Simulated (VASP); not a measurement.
A run of VASP 6.6.1 is set up as follows.

INCAR

```
ALGO = Fast ; EDIFF = 1E-7
ENCUT = 520 ; GGA = PE
ISIF = 2 ; ISMEAR = 0
ISPIN = 2 ; LASPH = True
LCHARG = True ; LELF = True
LMAXMIX = 4 ; LORBIT = 11
LREAL = False ; LVHAR = True
LWAVE = False ; MAGMOM = 0.27 0.27 1.13 0
NBANDS = 32 ; NELM = 150
PREC = Accurate ; SIGMA = 0.1
```

Contents of KPOINTS:

```
k-points
0
Gamma
  12 12 12
```

The input POSCAR:

```
Ti3Al
1.0
    0.0000000000      3.3348937212      3.3348937212
    3.3348937212      0.0000000000      3.3348937212
    3.3348937212      3.3348937212      0.0000000000
Ti Al
3 1
Direct
    0.7500000000      0.7500000000      0.7500000000
    0.2500000000      0.2500000000      0.2500000000
    0.0000000000      0.0000000000      0.0000000000
    0.5000000000      0.5000000000      0.5000000000
```

Potentials or basis: VASP PAW PBE potentials, release 64 (Ti_sv, Al).

Launch:

```bash
$ cat potpaw_PBE.64/Ti_sv/POTCAR potpaw_PBE.64/Al/POTCAR > POTCAR
$ mpirun -np 1 vasp_std > vasp.out
```

(1) What does it give for the pressure?

(2) Estimate the net moment.

(3) What does it give for the site moments?

Results:

(1) -8.6 GPa.

(2) 2.33 μB per cell.

(3) Ti +0.31, +1.11 (each value once); Al -0.03 μB.

Caveat: the cell stands under tension.
